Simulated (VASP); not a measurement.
# Hg (Im-3m) in VASP: single point with PBE

Aim: the single point of Hg with PBE.

Program: VASP 6.6.1. These are calculated values, not measurements. Logs are shortened: lines on timing, memory, paths and dates and some standing lists are left out, and cuts for length are marked.

**1. The cell of the first run**

It takes space group Im-3m (No. 229, cubic). Conventional cell: a = 3.794 Å, b = 3.794 Å, c = 3.794 Å, α = 90.00°, β = 90.00°, γ = 90.00°. Hg (site symmetry m-3m) has 14 Hg at 3.29 to 3.79 Å within 4.3 Å.

**2. Single point, PBE, non-collinear spin, zero start, spin-orbit coupling**

Input file POSCAR:

```
Hg
1.0
   -1.8969066805      1.8969066805      1.8969066805
    1.8969066805     -1.8969066805      1.8969066805
    1.8969066805      1.8969066805     -1.8969066805
Hg
1
Direct
    0.0000000000      0.0000000000      0.0000000000
```

Input file INCAR.step1:

```
PREC = Accurate
ENCUT = 520
EDIFF = 1E-6
ISMEAR = 0
SIGMA = 0.05
LREAL = False
LASPH = True
NELM = 150
ALGO = Normal
ISIF = 2
LWAVE = False
LCHARG = True
LNONCOLLINEAR = True
MAGMOM = 0 0 0
LSORBIT = True
GGA_COMPAT = False
LORBMOM = True
GGA = PE
NBANDS = 23
```

Input file KPOINTS.step1:

```
Automatic mesh
0
Gamma
  16 16 16
```

Input file INCAR.step2:

```
PREC = Accurate
ENCUT = 520
EDIFF = 1E-6
ISMEAR = -5
SIGMA = 0.05
LREAL = False
LASPH = True
NELM = 150
ALGO = Normal
ISIF = 2
LWAVE = False
LCHARG = False
LNONCOLLINEAR = True
MAGMOM = 0 0 0
LORBIT = 10
LSORBIT = True
GGA_COMPAT = False
LORBMOM = True
GGA = PE
NEDOS = 2001
ICHARG = 11
```

Input file KPOINTS.step2:

```
Automatic mesh
0
Gamma
  24 24 24
```

Potentials or basis: VASP PAW PBE potentials, release 64 (Hg).

Run with:

```
> cat potpaw_PBE.64/Hg/POTCAR > POTCAR
> cp INCAR.step1 INCAR
> cp KPOINTS.step1 KPOINTS
> mpirun -np 1 vasp_ncl > vasp.out
> cp INCAR.step2 INCAR
> cp KPOINTS.step2 KPOINTS
> mpirun -np 1 vasp_ncl > vasp.out
```

OUTCAR:

```text
PREC = Accurate
   ENCUT = 520
   EDIFF = 1E-6
   ISMEAR = -5
   LREAL = False
   LASPH = True
   NELM = 150
   ISIF = 2
   LNONCOLLINEAR = True
   LORBIT = 10
   LSORBIT = True
   GGA = PE
   ICHARG = 11

 ion  position               nearest neighbor table
   1  0.000  0.000  0.000-

  LATTYP: Found a body centered cubic cell.
 ALAT       =     3.7938133610

  Lattice vectors:

 A1 = (  -1.8969066805,   1.8969066805,   1.8969066805)
 A2 = (   1.8969066805,  -1.8969066805,   1.8969066805)
 A3 = (   1.8969066805,   1.8969066805,  -1.8969066805)

Analysis of symmetry for initial positions (statically):
=====================================================================
 Subroutine PRICEL returns:
 Original cell was already a primitive cell.

 Routine SETGRP: Setting up the symmetry group for a
 body centered cubic supercell.

 Subroutine GETGRP returns: Found 48 space group operations
 (whereof 48 operations were pure point group operations)
 out of a pool of 48 trial point group operations.

The static configuration has the point symmetry O_h .

Analysis of symmetry for dynamics (positions and initial velocities):
=====================================================================
 Subroutine PRICEL returns:
 Original cell was already a primitive cell.

 Routine SETGRP: Setting up the symmetry group for a
 body centered cubic supercell.

 Subroutine GETGRP returns: Found 48 space group operations
 (whereof 48 operations were pure point group operations)
 out of a pool of 48 trial point group operations.

The dynamic configuration has the point symmetry O_h .

Analysis of structural, dynamic, and magnetic symmetry:
=====================================================================
 Subroutine PRICEL returns:
 Original cell was already a primitive cell.

 Routine SETGRP: Setting up the symmetry group for a
 body centered cubic supercell.

 Subroutine GETGRP returns: Found 48 space group operations
 (whereof 48 operations were pure point group operations)
 out of a pool of 48 trial point group operations.

The overall configuration has the point symmetry O_h .

 Subroutine INISYM returns: Found 48 space group operations
 (whereof 48 operations are pure point group operations),
 and found     1 'primitive' translations

----------------------------------------------------------------------------------------

                                     Primitive cell

  volume of cell :      27.3022

  direct lattice vectors                    reciprocal lattice vectors
    -1.896906681  1.896906681  1.896906681     0.000000000  0.263587031  0.263587031
     1.896906681 -1.896906681  1.896906681     0.263587031  0.000000000  0.263587031
     1.896906681  1.896906681 -1.896906681     0.263587031  0.263587031  0.000000000

  length of vectors
     3.285538748  3.285538748  3.285538748     0.372768354  0.372768354  0.372768354

  position of ions in fractional coordinates (direct lattice)
     0.000000000  0.000000000  0.000000000

  ion indices of the primitive-cell ions
   primitive index   ion index
                 1           1

----------------------------------------------------------------------------------------

 KPOINTS: Automatic mesh

Automatic generation of k-mesh.
 Grid dimensions read from file:
 generate k-points for:   24   24   24

 Generating k-lattice:

  Cartesian coordinates                     Fractional coordinates (reciprocal lattice)
     0.000000000  0.010982793  0.010982793     0.041666667  0.000000000  0.000000000
     0.010982793  0.000000000  0.010982793     0.000000000  0.041666667  0.000000000
     0.010982793  0.010982793  0.000000000     0.000000000  0.000000000  0.041666667

  Length of vectors
     0.015532015  0.015532015  0.015532015

  Shift w.r.t. Gamma in fractional coordinates (k-lattice)
     0.000000000  0.000000000  0.000000000

 TETIRR: Found  16469 inequivalent tetrahedra from    82944

 Subroutine IBZKPT returns following result:
 ===========================================

 Found    413 irreducible k-points:

 Following reciprocal coordinates:
            Coordinates               Weight
  0.000000  0.000000  0.000000      1.000000
  0.041667  0.000000  0.000000     12.000000
  0.083333  0.000000  0.000000     12.000000
  0.125000  0.000000  0.000000     12.000000
  0.166667  0.000000  0.000000     12.000000
  0.208333  0.000000  0.000000     12.000000
[... 16 lines left out ...]
  0.416667  0.041667  0.000000     48.000000
  0.458333  0.041667  0.000000     48.000000
 [... further k-points ...]
   k-points           NKPTS =    413   k-points in BZ     NKDIM =    413   number of bands    NBANDS=     20
   number of dos      NEDOS =   2001   number of ions     NIONS =      1
   total plane-waves  NPLWV =  13824
   dimension x,y,z NGX =    24 NGY =   24 NGZ =   24
   dimension x,y,z NGXF=    48 NGYF=   48 NGZF=   48
   ions per type =               1
   NGX,Y,Z   is equivalent  to a cutoff of  12.14, 12.14, 12.14 a.u.
   NGXF,Y,Z  is equivalent  to a cutoff of  24.29, 24.29, 24.29 a.u.
 SYSTEM =  unknown system
   PREC   = accura    normal or accurate (medium, high low for compatibility)
   ISTART =      0    job   : 0-new  1-cont  2-samecut
   ICHARG =     11    charge: 1-file 2-atom 10-const
   ISPIN  =      1    spin polarized calculation?
   LNONCOLLINEAR =      T non collinear calculations
   LSORBIT =      T    spin-orbit coupling
   LASPH  =      T    aspherical Exc in radial PAW
   ENCUT  =  520.0 eV  38.22 Ry    6.18 a.u.   6.11  6.11  6.11*2*pi/ulx,y,z
   NELM   =    150;   NELMIN=  2; NELMDL=  0     # of ELM steps
   EDIFF  = 0.1E-05   stopping-criterion for ELM
   LREAL  =      F    real-space projection
   EDIFFG = 0.1E-04   stopping-criterion for IOM
   NSW    =      0    number of steps for IOM
   IBRION =     -1    ionic relax: 0-MD 1-quasi-New 2-CG
   NFREE  =      0    steps in history (QN), initial steepest desc. (CG)
   ISIF   =      2    stress and relaxation
   ISYM   =      2    0-nonsym 1-usesym 2-fastsym
   POTIM  = 0.5000    time-step for ionic-motion
   TEBEG  =    0.0;   TEEND  =   0.0 temperature during run
   PSTRESS=    0.0 pullay stress
   NELECT =      12.0000    total number of electrons
   NUPDOWN=      -1.0000    fix difference up-down
   EMIN   =  10.00;   EMAX   =-10.00  energy-range for DOS
   EFERMI =   0.00;   METHOD = LEGACY
   ISMEAR =    -5;   SIGMA  =   0.05  broadening in eV -4-tet -1-fermi 0-gaus
   EFERMI_NEDOS =   21; number of points for ismear=-14 and -15
   IALGO  =     38    algorithm
   IMIX   =      4    mixing-type and parameters
     AMIX     =   0.40;   BMIX     =  1.00
     AMIX_MAG =   1.60;   BMIX_MAG =  1.00
  volume/ion in A,a.u.               =      27.30       184.24
  Fermi-wavevector in a.u.,A,eV,Ry     =   1.244713  2.352167 21.079654  1.549311
  Thomas-Fermi vector in A             =   2.378968
   LORBIT       =     10    0 simple, 1 ext, 2 COOP (PROOUT), +10 PAW based schemes
   GGA     = PE    functional components
   LHFCALC =     F    Hartree Fock is set to
   AEXX    =    0.0000 exact exchange contribution
   IVDW    =     0    specifies the selected vdW correction
   LEPSILON=     F    determine dielectric tensor
   LRPA    =     F    only Hartree local field effects (RPA)
 Fermi weights with tetrahedron method with Bloechl corrections
  energy-cutoff  :      520.00
  volume of cell :       27.30
 maximum number of plane-waves:      1492

 number of electron      11.9999995 magnetization       0.0000000     -0.0000000     -0.0000000

 Free energy of the ion-electron system (eV)
  ---------------------------------------------------
  ext. energy  EPLUGINS =         0.00000000
  ---------------------------------------------------
  free energy    TOTEN  =        -0.40918458 eV

  energy without entropy =       -0.40918458  energy(sigma->0) =       -0.40918458

 E-fermi :   1.6097     XC(G=0): -10.0744

 val. band max:        1.6058934289   @ k =  -0.4167  -0.4167   0.2500
 cond. band min:       1.5160288997   @ k =  -0.4583  -0.4583   0.0833
 fundamental gap:     -0.0898645292
 Fermi energy:         1.6097230821

 k-point     1 :       0.0000    0.0000    0.0000
  band No.  band energies     occupation
      1      -6.2528      1.00000
      2      -6.2528      1.00000
      3      -5.9148      1.00000
      4      -5.9148      1.00000
      5      -5.9148      1.00000
      6      -5.9148      1.00000
[... 12 lines left out ...]
     19      16.3824      0.00000
     20      16.4074      0.00000

 k-point     2 :       0.0417    0.0000    0.0000
  band No.  band energies     occupation
      1      -6.2115      1.00000
      2      -6.2115      1.00000
      3      -5.9146      1.00000
      4      -5.9146      1.00000
      5      -5.9095      1.00000
      6      -5.9095      1.00000
[... 12 lines left out ...]
     19      16.3711      0.00000
     20      16.4113      0.00000

 k-point     3 :       0.0833    0.0000    0.0000
  band No.  band energies     occupation
      1      -6.0960      1.00000
      2      -6.0960      1.00000
      3      -5.9130      1.00000
      4      -5.9130      1.00000
      5      -5.8878      1.00000
      6      -5.8878      1.00000
[... 12 lines left out ...]
     19      16.2521      0.00000
     20      16.3373      0.00000

 k-point     4 :       0.1250    0.0000    0.0000
  band No.  band energies     occupation
      1      -5.9795      1.00000
      2      -5.9795      1.00000
      3      -5.9084      1.00000
      4      -5.9084      1.00000
      5      -5.7848      1.00000
      6      -5.7848      1.00000
[... 429 lines left out ...]
 k-point    23 :       0.4167    0.0417    0.0000
  band No.  band energies     occupation
      1      -6.0338      1.00000
      2      -6.0338      1.00000
      3      -5.9734      1.00000
      4      -5.9734      1.00000
      5      -4.2219      1.00000
      6      -4.2219      1.00000
[... 12 lines left out ...]
     19      15.2421      0.00000
     20      15.2422      0.00000

 k-point    24 :       0.4583    0.0417    0.0000
  band No.  band energies     occupation
      1      -6.0437      1.00000
      2      -6.0437      1.00000
      3      -5.9778      1.00000
      4      -5.9778      1.00000
      5      -4.2218      1.00000
      6      -4.2218      1.00000
[... 12 lines left out ...]
     19      15.2272      0.00000
     20      15.2272      0.00000

 [... further k-points ...]

------------------------ aborting loop because EDIFF is reached ----------------------------------------

  FORCE on cell =-STRESS in cart. coord.  units (eV):
  Direction    XX          YY          ZZ          XY          YZ          ZX
  --------------------------------------------------------------------------------------
  -------------------------------------------------------------------------------------
  Total        0.1224284      0.1224284      0.1224284     -0.0000000     -0.0000000      0.0000000
  in kB        7.1844714      7.1844714      7.1844714     -0.0000000     -0.0000000      0.0000000
  external PRESSURE =       7.1844714 kB  Pullay stress =       0.0000000 kB

 VOLUME and BASIS-vectors are now :
 -----------------------------------------------------------------------------
  energy-cutoff  :      520.00
  volume of cell :       27.30
      direct lattice vectors                 reciprocal lattice vectors
    -1.896906681  1.896906681  1.896906681     0.000000000  0.263587031  0.263587031
     1.896906681 -1.896906681  1.896906681     0.263587031  0.000000000  0.263587031
     1.896906681  1.896906681 -1.896906681     0.263587031  0.263587031  0.000000000

 POSITION                                       TOTAL-FORCE (eV/Angst)
 -----------------------------------------------------------------------------------
      0.00000      0.00000      0.00000         0.000000      0.000000      0.000000
 -----------------------------------------------------------------------------------
    total drift:                               -0.000000      0.000000      0.000000

  FREE ENERGIE OF THE ION-ELECTRON SYSTEM (eV)
  ---------------------------------------------------
  free  energy   TOTEN  =        -0.4091845816 eV

  energy  without entropy=       -0.4091845816  energy(sigma->0) =       -0.40918458

 orbital moment (x)

 # of ion     p       d       tot
 ----------------------------------------
  1         0.000  -0.000  -0.000
 ----------------------------------------
            0.000  -0.000  -0.000

 orbital moment (y)

 # of ion     p       d       tot
 ----------------------------------------
  1        -0.000  -0.000  -0.000
 ----------------------------------------
           -0.000  -0.000  -0.000

 orbital moment (z)

 # of ion     p       d       tot
 ----------------------------------------
  1         0.000   0.000   0.000
 ----------------------------------------
            0.000   0.000   0.000

 Spin-Orbit-Coupling matrix elements

 Ion:    1  E_soc:     -0.4732850
 l=   1
     0.0000000    -0.0110308    -0.0110308
    -0.0110308     0.0000000    -0.0110308
    -0.0110308    -0.0110308     0.0000000
 l=   2
     0.0000000    -0.0139508     0.0000000    -0.0139508    -0.0538992
    -0.0139508     0.0000000    -0.0404244    -0.0139508    -0.0134748
     0.0000000    -0.0404244     0.0000000    -0.0404244     0.0000000
    -0.0139508    -0.0139508    -0.0404244     0.0000000    -0.0134748
    -0.0538992    -0.0134748     0.0000000    -0.0134748     0.0000000
 l=   3
     0.0000000     0.0000000     0.0000000     0.0000000     0.0000000     0.0000000     0.0000000
     0.0000000     0.0000000     0.0000000     0.0000000     0.0000000     0.0000000     0.0000000
     0.0000000     0.0000000     0.0000000     0.0000000     0.0000000     0.0000000     0.0000000
     0.0000000     0.0000000     0.0000000     0.0000000     0.0000000     0.0000000     0.0000000
     0.0000000     0.0000000     0.0000000     0.0000000     0.0000000     0.0000000     0.0000000
     0.0000000     0.0000000     0.0000000     0.0000000     0.0000000     0.0000000     0.0000000
     0.0000000     0.0000000     0.0000000     0.0000000     0.0000000     0.0000000     0.0000000

 total charge

# of ion       s       p       d       tot
------------------------------------------
    1        0.937   0.152   9.338  10.427

 magnetization (x)

# of ion       s       p       d       tot
------------------------------------------
    1        0.000   0.000   0.000   0.000

 magnetization (y)

# of ion       s       p       d       tot
------------------------------------------
    1       -0.000  -0.000   0.000  -0.000

 magnetization (z)

# of ion       s       p       d       tot
------------------------------------------
    1       -0.000  -0.000  -0.000  -0.000
```

Wall time 5.2 min (1 thread of AMD EPYC 7R43 (Zen 3), shared host); peak memory 0.42 GiB.

Results:

```yaml
Net_moment: 0.00 μB per cell
Valence_electrons_inside_the_program's_atomic_spheres: Hg 10.43
```

Moments on the atoms (μB; x, y, z):
```
Hg  0.00 0.00 0.00
```
